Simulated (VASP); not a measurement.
## MgI2: single point with PBE

The system is MgI2.

```
Mg I
1.0
     8.43880    0.00000    0.00000
     0.00000    8.43880    0.00000
     0.00000    0.00000    5.40851
Mg I
3 6
Direct
  0.50000 0.50000 0.50000
  0.00000 0.50000 0.00000
  0.50000 0.00000 0.00000
  0.27974 0.27974 0.00000
  0.27974 0.72026 0.00000
  0.00000 0.50000 0.50000
  0.72026 0.72026 0.00000
  0.72026 0.27974 0.00000
  0.50000 0.00000 0.50000
```

```yaml
Program: VASP 6.6.1
Task: single point
Functional: PBE
Potentials_or_basis: VASP PAW PBE potentials, release 64 (Mg, I)
Cutoff: 520 eV
k_mesh: 4 × 4 × 8
Occupations: gaussian, width 0.01 eV
Spin: no spin polarisation
```

```
Pressure               : 0.0 GPa
Band gap on the k mesh : 0.27 eV (least direct gap 0.31 eV)
```

Levels at points of the mesh, in eV from the valence-band top:
```
           k point  band 21  band 22  band 23  band 24  band 25  band 26  band 27  band 28
(0.00, 0.00, 0.00)    -0.82    -0.38    -0.38    -0.04     0.27     1.45     3.83     4.25
(0.50, 0.00, 0.00)    -0.89    -0.54    -0.44    -0.20     0.58     2.55     2.97     3.75
(0.50, 0.50, 0.00)    -0.82    -0.61    -0.37    -0.17     0.80     3.12     3.12     3.76
(0.00, 0.00, 0.50)    -0.72    -0.02    -0.02    -0.01     0.74     3.85     4.29     4.29
(0.50, 0.00, 0.50)    -0.66    -0.37    -0.36    -0.24     0.82     3.95     3.99     4.44
(0.50, 0.50, 0.50)    -0.65    -0.65    -0.30     0.00     0.91     4.01     4.01     4.06
```

Run time: 11 min on 1 thread of Intel(R) Xeon(R) Platinum 8259CL CPU @ 2.50GHz (Skylake/Cascade Lake), on a shared host, peak memory 0.63 GiB.

Caveat: spin-orbit coupling is left out, which moves the levels of the heavy elements. A k mesh can miss the band edges.
